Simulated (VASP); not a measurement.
A run of VASP 6.6.1 is set up as follows.

POSCAR

```
ZnS
1.0
    3.8065185603      0.0000000000      0.0000000000
   -1.9032592801      3.2965417732      0.0000000000
    0.0000000000      0.0000000000      6.4321469704
Zn S
2 2
Direct
    0.3333333333      0.6666666667      0.0025317748
    0.6666666667      0.3333333333      0.5025317748
    0.3333333333      0.6666666667      0.3724682252
    0.6666666667      0.3333333333      0.8724682252
```

INCAR.step1

```
PREC = Accurate
ENCUT = 520
ISMEAR = 0
SIGMA = 0.02
LREAL = F
LASPH = T
NELM = 80
NBANDS = 26
GGA = PE
ALGO = Normal
EDIFF = 1E-4
LWAVE = T
LCHARG = F
```

Contents of INCAR.step2:

```
PREC = Accurate
ENCUT = 520
EDIFF = 1E-6
ISMEAR = 0
SIGMA = 0.02
LREAL = F
LASPH = T
NELM = 80
ALGO = Normal
ISIF = 2
LWAVE = F
LCHARG = F
METAGGA = R2SCAN
LMIXTAU = T
NBANDS = 26
ISTART = 1
```

The input KPOINTS:

```
regular mesh
0
Gamma
  6 6 4
```

Potentials or basis: VASP PAW PBE potentials, release 64 (Zn, S).

Run with:

```sh
$ cat potpaw_PBE.64/Zn/POTCAR potpaw_PBE.64/S/POTCAR > POTCAR
$ cp INCAR.step1 INCAR
$ mpirun -np 1 vasp_std > vasp.out
$ cp INCAR.step2 INCAR
$ mpirun -np 1 vasp_std > vasp.out
```

Task: Predict the band gap on the k mesh.

Result: 2.54 eV, direct.

Task: What does it give for the pressure?

Result: -2.2 GPa.

Task: Predict the largest force.

Result: 0.005 eV/Å.

Stress tensor (GPa, compression positive):
```
-1.12  0.00  0.00
 0.00 -1.12  0.00
 0.00  0.00 -4.22
```

Caveat: the cell differs from its parent crystal (strain along c alone, the other axes held: +3.0 %, then relaxed in part); the PAW data sets were made with another functional, which shifts forces and pressure a little.
